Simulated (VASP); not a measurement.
Set up this calculation in VASP 6.6.1, as the native input.

| Quantity | Value |
| --- | --- |
| Task | single point |
| Functional | PBEsol |
| Potentials or basis | VASP PAW PBE potentials, release 64 (Pt) |
| Cutoff | 520 eV |
| k mesh | 9 × 9 × 9 |
| Occupations | gaussian, width 0.1 eV |
| Spin | no spin polarisation |
| Dipole correction | no |
| Further INCAR settings | ALGO = Normal; EDIFF = 1e-06; NBANDS = 22 |

The structure of Pt lies in POSCAR:

```
Pt
1.0
    1.3673598281      0.7894455648      6.9913231052
   -1.3673598281      0.7894455648      6.9913231052
    0.0000000000     -1.5788911297      6.9913231052
Pt
3
Direct
    0.0000000000      0.0000000000      0.0000000000
    0.2227066447      0.2227066447      0.2227066447
    0.7772933553      0.7772933553      0.7772933553
```

One way to write it, as run:

INCAR

```
  ALGO = Normal
  EDIFF = 1E-6
  ENCUT = 520
  GGA = PS
  ISIF = 2
  ISMEAR = 0
  LASPH = T
  LCHARG = F
  LREAL = F
  LWAVE = F
  NBANDS = 22
  NELM = 100
  PREC = Accurate
  SIGMA = 0.1
```

KPOINTS

```
k-points
0
Gamma
  9 9 9
```

Potentials or basis: VASP PAW PBE potentials, release 64 (Pt).

The run is started by

```sh
$ cat potpaw_PBE.64/Pt/POTCAR > POTCAR
$ mpirun -np 1 vasp_std > vasp.out
```

It gave:

```json
{
 "Pressure": "-0.5 GPa",
 "Band gap on the k mesh": "zero (bands 15 and 16 overlap by 1.62 eV)"
}
```

Caveat: the PAW data sets were made with another functional, which shifts forces and pressure a little; spin-orbit coupling is left out, which moves the levels of the heavy elements.

Run time: 6.2 min on 1 thread of Intel(R) Xeon(R) Platinum 8488C (Sapphire Rapids) (shared host), peak memory 0.4 GiB.
